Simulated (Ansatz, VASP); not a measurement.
# One calculation of Ta, two programs

The input INCAR:

```
PREC     = Accurate       # precision mode
ENCUT    = 520            # plane-wave cutoff, eV
EDIFF    = 1E-8           # SCF threshold, eV
ISMEAR   = -1             # smearing method
SIGMA    = 0.05           # smearing width, eV
LREAL    = False          # projectors in reciprocal space
LASPH    = True           # aspherical terms in the spheres
NELM     = 60             # most SCF steps
ALGO     = Normal         # electronic algorithm
ISIF     = 2              # what is computed and relaxed
LWAVE    = False          # write WAVECAR
LCHARG   = False          # write CHGCAR
LEFG     = True         
NBANDS   = 12             # bands
```

KPOINTS

```
regular mesh
0
Gamma
  14 14 14
```

The input POSCAR:

```
Ta
1.0
   -1.6214316766      1.6214316766      1.6214316766
    1.6214316766     -1.6214316766      1.6214316766
    1.6214316766      1.6214316766     -1.6214316766
Ta
1
Direct
    0.0000000000      0.0000000000      0.0000000000
```

Input for Ansatz:

```yaml
crystal:
  lattice:
    - [-1.6214316766, 1.6214316766, 1.6214316766]
    - [1.6214316766, -1.6214316766, 1.6214316766]
    - [1.6214316766, 1.6214316766, -1.6214316766]
  atoms:
    - { symbol: Ta, position: [0.0, 0.0, 0.0] }
kpoints:
  mp_grid: { grid: [14, 14, 14] }
scf:
  occupations: { method: fermi_dirac, width: 0.05 }
hamiltonian:
  xc: lda
  pseudopotentials: { kind: paw }
output:
  forces: true
  stress: true
  eigenvalues: true
  efg: { contact_densities: true }
```

Change from the starting cell: volume scaled by 0.9405, PAW files.

Alike in both runs: task electric field gradients; functional LDA; k mesh 14 × 14 × 14; occupations fermi-dirac, width 0.05 eV; no spin polarisation.

```csv
,VASP,Ansatz
version,VASP 6.6.1,Ansatz 0.2.0
potentials or method,"VASP PAW LDA potentials, release 64 (Ta_pv)","PAW with Ansatz's default frozen-core files, scalar-relativistic"
plane-wave cutoff (eV),520,420
valence electrons in the cell,11,13
```

|  | VASP | Ansatz | Ansatz less VASP |
| --- | --- | --- | --- |
| pressure (GPa) | 3.5 | 2.6 | -0.92 |

LDA's correlation is that of Perdew and Zunger in VASP and of Perdew and Wang (1992) in Ansatz. VASP's potentials hold 11 valence electrons a cell and Ansatz's 13, so a difference there can come from the potentials and not from the codes.

Spin-orbit coupling is off throughout.
